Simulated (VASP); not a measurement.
Set up this calculation in VASP 6.6.1, as the native input.

```
Task                   : relaxation of volume and atoms at fixed shape
Functional             : PBEsol
Potentials or basis    : VASP PAW PBE potentials, release 64 (O, Mg)
Cutoff                 : 700 eV
k mesh                 : 1 × 1 × 1, shifted
Occupations            : fermi-dirac, width 0.05 eV
Spin                   : no spin polarisation
Dipole correction      : no
Further INCAR settings : LREAL = Auto; ALGO = Normal; EDIFF = 1e-07; ISYM = -1; IBRION = 2; EDIFFG = -0.03; NSW = 100; ISIF = 8
```

The structure of MgO lies in POSCAR:

```
MgO
1.0
    8.4288080000      0.0000000000      0.0000000000
    0.0000000000      8.4288080000      0.0000000000
    0.0000000000      0.0000000000      8.4288080000
O Mg
32 32
Direct
    0.2500000000      0.0000000000      0.0000000000
    0.2500000000      0.0000000000      0.5000000000
    0.2500000000      0.5000000000      0.0000000000
    0.2500000000      0.5000000000      0.5000000000
    0.7500000000      0.0000000000      0.0000000000
    0.7500000000      0.0000000000      0.5000000000
    0.7500000000      0.5000000000      0.0000000000
    0.7500000000      0.5000000000      0.5000000000
    0.0000000000      0.2500000000      0.0000000000
    0.0000000000      0.2500000000      0.5000000000
    0.0000000000      0.7500000000      0.0000000000
    0.0000000000      0.7500000000      0.5000000000
    0.5000000000      0.2500000000      0.0000000000
    0.5000000000      0.2500000000      0.5000000000
    0.5000000000      0.7500000000      0.0000000000
    0.5000000000      0.7500000000      0.5000000000
    0.0000000000      0.0000000000      0.2500000000
    0.0000000000      0.0000000000      0.7500000000
    0.0000000000      0.5000000000      0.2500000000
    0.0000000000      0.5000000000      0.7500000000
    0.5000000000      0.0000000000      0.2500000000
    0.5000000000      0.0000000000      0.7500000000
    0.5000000000      0.5000000000      0.2500000000
    0.5000000000      0.5000000000      0.7500000000
    0.2500000000      0.2500000000      0.2500000000
    0.2500000000      0.2500000000      0.7500000000
    0.2500000000      0.7500000000      0.2500000000
    0.2500000000      0.7500000000      0.7500000000
    0.7500000000      0.2500000000      0.2500000000
    0.7500000000      0.2500000000      0.7500000000
    0.7500000000      0.7500000000      0.2500000000
    0.7500000000      0.7500000000      0.7500000000
    0.0000000000      0.0000000000      0.0000000000
    0.0000000000      0.0000000000      0.5000000000
    0.0000000000      0.5000000000      0.0000000000
    0.0000000000      0.5000000000      0.5000000000
    0.5000000000      0.0000000000      0.0000000000
    0.5000000000      0.0000000000      0.5000000000
    0.5000000000      0.5000000000      0.0000000000
    0.5000000000      0.5000000000      0.5000000000
    0.2500000000      0.2500000000      0.0000000000
    0.2500000000      0.2500000000      0.5000000000
    0.2500000000      0.7500000000      0.0000000000
    0.2500000000      0.7500000000      0.5000000000
    0.7500000000      0.2500000000      0.0000000000
    0.7500000000      0.2500000000      0.5000000000
    0.7500000000      0.7500000000      0.0000000000
    0.7500000000      0.7500000000      0.5000000000
    0.2500000000      0.0000000000      0.2500000000
    0.2500000000      0.0000000000      0.7500000000
    0.2500000000      0.5000000000      0.2500000000
    0.2500000000      0.5000000000      0.7500000000
    0.7500000000      0.0000000000      0.2500000000
    0.7500000000      0.0000000000      0.7500000000
    0.7500000000      0.5000000000      0.2500000000
    0.7500000000      0.5000000000      0.7500000000
    0.0000000000      0.2500000000      0.2500000000
    0.0000000000      0.2500000000      0.7500000000
    0.0000000000      0.7500000000      0.2500000000
    0.0000000000      0.7500000000      0.7500000000
    0.5000000000      0.2500000000      0.2500000000
    0.5000000000      0.2500000000      0.7500000000
    0.5000000000      0.7500000000      0.2500000000
    0.5000000000      0.7500000000      0.7500000000
```

One way to write it, as run:

INCAR

```
SYSTEM = MgO
ALGO = Normal
EDIFF = 1E-7
EDIFFG = -0.03
ENCUT = 700
GGA = PS
GGA_COMPAT = .FALSE.
IBRION = 2
ISIF = 8
ISMEAR = -1
ISYM = -1
LASPH = .TRUE.
LCHARG = .FALSE.
LREAL = Auto
LWAVE = .FALSE.
NELM = 120
NELMIN = 4
NSW = 100
PREC = Accurate
SIGMA = 0.05
```

KPOINTS

```
explicit points
1
Reciprocal
  0.25000000   0.25000000   0.25000000 1
```

Potentials or basis: VASP PAW PBE potentials, release 64 (O, Mg).

Launch:

```bash
$ cat potpaw_PBE.64/O/POTCAR potpaw_PBE.64/Mg/POTCAR > POTCAR
$ mpirun -np 1 vasp_std > vasp.out
```

It gave:

```yaml
Relaxed_volume: 9.29 Å³/atom
Relaxed_cell: a = 8.409 Å, b = 8.409 Å, c = 8.409 Å, α = 90.00°, β = 90.00°, γ = 90.00°
Space_group_after_relaxing_to_0.1_Å: Fm-3m (No. 225)
Energy_gained_by_relaxing: 0.1 meV/atom
Ionic_steps: 2
Pressure_after_relaxing: 0.3 GPa
Band_gap_on_the_k_mesh: 5.71 eV
```

Caveat: the PAW data sets were made with another functional, which shifts forces and pressure a little; a shifted mesh leaves out Γ, where band edges can lie.

It took 7.2 min on 1 thread of AMD EPYC 9R45 96-Core Processor (Zen 5), with other jobs on the host, peak memory 1 GiB.
